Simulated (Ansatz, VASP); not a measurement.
Pd in VASP and in Ansatz

```xyz
1
Lattice="-1.6419 1.6419 1.6419 1.6419 -1.6419 1.6419 1.6419 1.6419 -1.6419" Properties=species:S:1:pos:R:3 pbc="T T T"
Pd    0.0000    0.0000    0.0000
```

Alike in both runs: task single point; functional revPBE; k mesh 16 × 16 × 16; occupations fermi-dirac, width 0.1 eV; no spin polarisation.

|  | VASP | Ansatz |
| --- | --- | --- |
| version | VASP 6.6.1 | Ansatz 0.2.0 |
| potentials or method | VASP PAW PBE potentials, release 64 (Pd), cutoff 500 eV | plane waves (420 eV) with PAW, scalar-relativistic |
| valence electrons in the cell | 10 | 18 |

Ansatz gave:

* pressure (GPa): -12.2

**Question.** Which values does VASP return?

**Answer.** Pressure (GPa): -12.3.

VASP's potentials were made for PBE, not for revPBE. VASP's potentials hold 10 valence electrons a cell and Ansatz's 18, so a difference there can come from the potentials and not from the codes.
